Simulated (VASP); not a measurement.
# NdHf in VASP: further runs, part 2 of 2

VASP 6.6.1. The steps go on from the part before.

## Step 3: Relaxation of shape and atoms at fixed volume, PBE (24.72 Å³/atom)

INCAR reads:

```
SYSTEM = NdHf
  ALGO = Normal
  EDIFF = 1E-7
  EDIFFG = -0.01
  ENCUT = 500
  GGA = PE
  GGA_COMPAT = .FALSE.
  IBRION = 2
  ISIF = 4
  ISMEAR = 0
  LASPH = .TRUE.
  LCHARG = .FALSE.
  LMAXMIX = 6
  LREAL = .FALSE.
  LWAVE = .FALSE.
  NELM = 200
  NELMIN = 4
  NSW = 50
  PREC = Accurate
  SIGMA = 0.1
```

KPOINTS reads:

```
k-points
0
G
  10 10 4
  0 0 0
```

POSCAR reads:

```
NdHf
1.0
    3.2027119599      0.0000000000      0.0000000000
    0.0000000000      3.2027119599      0.0000000000
    0.0000000000      0.0000000000      9.6391830694
Nd Hf
2 2
Direct
    0.0000000000      0.5000000000      0.1445710080
    0.5000000000      0.0000000000      0.8554289920
    0.0000000000      0.5000000000      0.6044361508
    0.5000000000      0.0000000000      0.3955638492
```

Potentials or basis: VASP PAW PBE potentials, release 64 (Nd_3, Hf_pv), 4f in core.

The run is started by

```bash
cat potpaw_PBE.64/Nd_3/POTCAR potpaw_PBE.64/Hf_pv/POTCAR > POTCAR
mpirun -np 1 vasp_std > vasp.out
```

OUTCAR:

```text
SYSTEM = NdHf
   EDIFF = 1E-7
   EDIFFG = -0.01
   ENCUT = 500
   GGA = PE
   IBRION = 2
   ISIF = 4
   ISMEAR = 0
   LASPH = .TRUE.
   LREAL = .FALSE.
   NELM = 200
   NELMIN = 4
   NSW = 50
   PREC = Accurate

 ion  position               nearest neighbor table
   1  0.000  0.500  0.145-   4 3.31   4 3.31   4 3.31   4 3.31   2 3.59   2 3.59   2 3.59   2 3.59

   2  0.500  0.000  0.855-   3 3.31   3 3.31   3 3.31   3 3.31   1 3.59   1 3.59   1 3.59   1 3.59

   3  0.000  0.500  0.604-   4 3.03   4 3.03   4 3.03   4 3.03   2 3.31   2 3.31   2 3.31   2 3.31

   4  0.500  0.000  0.396-   3 3.03   3 3.03   3 3.03   3 3.03   1 3.31   1 3.31   1 3.31   1 3.31

  LATTYP: Found a simple tetragonal cell.
 ALAT       =     3.2027119599
 C/A-ratio  =     3.0096940312

  Lattice vectors:

 A1 = (   3.2027119599,   0.0000000000,   0.0000000000)
 A2 = (   0.0000000000,   3.2027119599,   0.0000000000)
 A3 = (   0.0000000000,   0.0000000000,   9.6391830694)

Analysis of symmetry for initial positions (statically):
=====================================================================
 Subroutine PRICEL returns:
 Original cell was already a primitive cell.

 Routine SETGRP: Setting up the symmetry group for a
 simple tetragonal supercell.

 Subroutine GETGRP returns: Found 16 space group operations
 (whereof  8 operations were pure point group operations)
 out of a pool of 16 trial point group operations.

The static configuration has the point symmetry D_2d.
 The point group associated with its full space group is D_4h.

Analysis of symmetry for dynamics (positions and initial velocities):
=====================================================================
 Subroutine PRICEL returns:
 Original cell was already a primitive cell.

 Routine SETGRP: Setting up the symmetry group for a
[... 136 lines left out ...]
   GGA     = PE    functional components
   LHFCALC =     F    Hartree Fock is set to
   AEXX    =    0.0000 exact exchange contribution
   IVDW    =     0    specifies the selected vdW correction
   LEPSILON=     F    determine dielectric tensor
   LRPA    =     F    only Hartree local field effects (RPA)
 conjugate gradient relaxation of ions
 non-spin polarized calculation
 Gauss-broadening in eV      SIGMA  =   0.10
  energy-cutoff  :      500.00
  volume of cell :       98.87
 maximum number of plane-waves:      2548
 NGX is ok and might be reduce to    24
   NGX = 11   NGY = 11   NGZ = 35

--------------------------------------- Ionic step        1  -------------------------------------------

 number of electron      41.9999997 magnetization

 Free energy of the ion-electron system (eV)
  ---------------------------------------------------
  ext. energy  EPLUGINS =         0.00000000
  ---------------------------------------------------
  free energy    TOTEN  =       -28.37025583 eV

  energy without entropy =      -28.34527397  energy(sigma->0) =      -28.35776490

------------------------ aborting loop because EDIFF is reached ----------------------------------------

  FORCE on cell =-STRESS in cart. coord.  units (eV):
  Direction    XX          YY          ZZ          XY          YZ          ZX
  --------------------------------------------------------------------------------------
  -------------------------------------------------------------------------------------
  Total        5.3388258      5.3388258      5.3632826      0.0000000      0.0000000     -0.0000000
  in kB       86.5127953     86.5127953     86.9091043      0.0000000      0.0000000     -0.0000000
  external PRESSURE =      86.6448983 kB  Pullay stress =       0.0000000 kB
[... 177 lines left out ...]
--------------------------------------- Ionic step        6  -------------------------------------------

 number of electron      41.9999997 magnetization

 Free energy of the ion-electron system (eV)
  ---------------------------------------------------
  ext. energy  EPLUGINS =         0.00000000
  ---------------------------------------------------
  free energy    TOTEN  =       -28.37252905 eV

  energy without entropy =      -28.34811120  energy(sigma->0) =      -28.36032013

 E-fermi :   4.8395     XC(G=0): -11.0125

 val. band max:        4.8240661178   @ k =   0.3000   0.0000   0.2500
 cond. band min:       4.8474928481   @ k =   0.1000   0.1000   0.2500
 fundamental gap:      0.0234267303
 Fermi energy:         4.8394890354

 k-point     1 :       0.0000    0.0000    0.0000
  band No.  band energies     occupation
      1     -32.7242      2.00000
      2     -32.6019      2.00000
      3     -25.8514      2.00000
      4     -25.5221      2.00000
      5     -25.5221      2.00000
      6     -25.3794      2.00000
[... 661 lines left out ...]
     24       5.9283      0.00000
     25       6.3653      0.00000

 [... further k-points ...]

------------------------ aborting loop because EDIFF is reached ----------------------------------------

  FORCE on cell =-STRESS in cart. coord.  units (eV):
  Direction    XX          YY          ZZ          XY          YZ          ZX
  --------------------------------------------------------------------------------------
  -------------------------------------------------------------------------------------
  Total        5.2488790      5.2488790      5.2130273      0.0000000      0.0000000      0.0000000
  in kB       85.0552556     85.0552556     84.4742970      0.0000000      0.0000000      0.0000000
  external PRESSURE =      84.8616027 kB  Pullay stress =       0.0000000 kB
[... 19 lines left out ...]
  FREE ENERGIE OF THE ION-ELECTRON SYSTEM (eV)
  ---------------------------------------------------
  free  energy   TOTEN  =       -28.3725290517 eV

  energy  without entropy=      -28.3481112011  energy(sigma->0) =      -28.36032013

 reached required accuracy - stopping structural energy minimisation
```

OSZICAR:

```text
N       E                     dE             d eps       ncg     rms          rms(c)
DAV:   1     0.275413667954E+03    0.27541E+03   -0.22025E+04  3150   0.157E+03
DAV:   2    -0.119226687662E+02   -0.28734E+03   -0.28450E+03  3613   0.392E+02
[... 49 lines left out ...]
DAV:   1    -0.283726277027E+02   -0.15375E-03   -0.18253E-02  3158   0.887E-01    0.120E-01
DAV:   2    -0.283725650439E+02    0.62659E-04   -0.57866E-04  3939   0.136E-01    0.466E-02
DAV:   3    -0.283725377618E+02    0.27282E-04   -0.40743E-05  4146   0.368E-02    0.263E-02
DAV:   4    -0.283725290341E+02    0.87276E-05   -0.20460E-05  4243   0.266E-02    0.950E-03
DAV:   5    -0.283725292231E+02   -0.18896E-06   -0.55134E-06  4131   0.834E-03    0.103E-02
DAV:   6    -0.283725290931E+02    0.12997E-06   -0.57419E-07  3344   0.289E-03    0.584E-03
DAV:   7    -0.283725290517E+02    0.41402E-07   -0.39477E-07  2862   0.201E-03
   6 F= -.28372529E+02 E0= -.28360320E+02  d E =-.551223E-04
```

CONTCAR:

```text
NdHf
   1.00000000000000
     3.2029524690071494    0.0000000000000000   -0.0000000000000000
     0.0000000000000000    3.2029524690071494    0.0000000000000000
     0.0000000000000000    0.0000000000000000    9.6377355148107160
  Nd              Hf
     2     2
Direct
     0.0000000000000000    0.5000000000000000    0.1426924400595006
     0.5000000000000000    0.0000000000000000    0.8573075599404995
     0.0000000000000000    0.5000000000000000    0.6047793416554641
     0.5000000000000000    0.0000000000000000    0.3952206583445360

  0.00000000E+00  0.00000000E+00  0.00000000E+00
  0.00000000E+00  0.00000000E+00  0.00000000E+00
  0.00000000E+00  0.00000000E+00  0.00000000E+00
  0.00000000E+00  0.00000000E+00  0.00000000E+00
```

Run time: 2.7 min. Hardware: 1 thread of Intel Xeon 6975P-C (Granite Rapids), shared host; peak memory 0.29 GiB.

Results:

```yaml
Free_energy: -28.3725 eV
Energy_gained_by_relaxing: 0.6 meV/atom
Ionic_steps: 6
Pressure_after_relaxing: 8.5 GPa
Largest_force_after_relaxing: 0.005 eV/Å
Band_gap_on_the_k_mesh: zero (bands 21 and 22 overlap by 2.00 eV)
```

Forces in eV/Å, atoms in the order of the input:
```
Nd   0.000  0.000 -0.002
Nd   0.000  0.000  0.002
Hf   0.000  0.000  0.005
Hf   0.000  0.000 -0.005
```

Step by step:
```csv
step,energy change (eV),largest force (eV/Å),pressure (GPa),volume (Å³)
1,0.0000,0.1197,8.66,98.87
2,-0.0012,0.0815,8.61,98.87
3,-0.0022,0.0132,8.48,98.87
4,-0.0022,0.0125,8.50,98.87
5,-0.0022,0.0126,8.50,98.87
6,-0.0023,0.0048,8.49,98.87
```

Final structure:
```yaml
crystal:
  lattice:
    - [3.20295, 0.00000, 0.00000]
    - [0.00000, 3.20295, 0.00000]
    - [0.00000, 0.00000, 9.63774]
  atoms:
    - { symbol: Nd, position: [0.00000, 0.50000, 0.14269] }
    - { symbol: Nd, position: [0.50000, 0.00000, 0.85731] }
    - { symbol: Hf, position: [0.00000, 0.50000, 0.60478] }
    - { symbol: Hf, position: [0.50000, 0.00000, 0.39522] }
```

Caveat: spin-orbit coupling is left out, which moves the levels of the heavy elements; the 4f electrons are frozen in the core, so they carry no moment and show no levels.

The gap in the log of VASP goes by the Fermi energy; the results here count the filled bands.